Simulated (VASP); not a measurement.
Set up this calculation in VASP 6.6.1, as the native input.

```yaml
Task: single point
Functional: r2SCAN
Potentials_or_basis: VASP PAW PBE potentials, release 64 (C)
Cutoff: 520 eV
k_mesh: 15 × 15 × 5
Occupations: fermi-dirac, width 0.3 eV
Spin: no spin polarisation
Dipole_correction: no
Further_INCAR_settings: ALGO = Normal; EDIFF = 1e-06; NBANDS = 16
```

C:

```
C
1.0
     2.45591    0.00000    0.00000
    -1.22796    2.12688    0.00000
     0.00000    0.00000    7.01063
C
4
Cartesian
  1.2280 2.1269 1.7527
  0.0000 0.0000 5.2580
  0.0000 1.4179 1.7527
  1.2280 0.7090 5.2580
```

These files were run (other wordings do the same):

POSCAR

```
C
1.0
    2.4559134450      0.0000000000      0.0000000000
   -1.2279567225      2.1268834329      0.0000000000
    0.0000000000      0.0000000000      7.0106290262
C
4
Direct
    1.0000000000      1.0000000000      0.2500000000
    0.0000000000      0.0000000000      0.7500000000
    0.3333333333      0.6666666667      0.2500000000
    0.6666666667      0.3333333333      0.7500000000
```

INCAR.step1

```
SYSTEM = C
PREC = Accurate ; ENCUT = 520
ISMEAR = -1 ; SIGMA = 0.3
LREAL = .False. ; LASPH = .True.
NELM = 60 ; NBANDS = 16
GGA = PE ; ALGO = Normal
EDIFF = 1E-4 ; LWAVE = .True.
LCHARG = .False.
```

INCAR.step2

```
SYSTEM = C
PREC = Accurate ; ENCUT = 520
EDIFF = 1E-6 ; ISMEAR = -1
SIGMA = 0.3 ; LREAL = .False.
LASPH = .True. ; NELM = 60
ALGO = Normal ; ISIF = 2
LWAVE = .False. ; LCHARG = .True.
METAGGA = R2SCAN ; LMIXTAU = .True.
LELF = .True. ; LVHAR = .True.
NBANDS = 16 ; ISTART = 1
```

KPOINTS

```
regular mesh
0
Gamma
  15 15 5
  0 0 0
```

Potentials or basis: VASP PAW PBE potentials, release 64 (C).

Launch:

```bash
$ cat potpaw_PBE.64/C/POTCAR > POTCAR
$ cp INCAR.step1 INCAR
$ mpirun -np 1 vasp_std > vasp.out
$ cp INCAR.step2 INCAR
$ mpirun -np 1 vasp_std > vasp.out
```

It gave:

- Pressure: 0.7 GPa
- Band gap on the k mesh: zero (bands 8 and 9 overlap by 0.02 eV)

Caveat: so wide a smearing shifts energies and pressures; the PAW data sets were made with another functional, which shifts forces and pressure a little.

Wall time 2 min on 1 thread of Intel(R) Xeon(R) Platinum 8488C (Sapphire Rapids), on a shared host, peak memory 0.16 GiB.
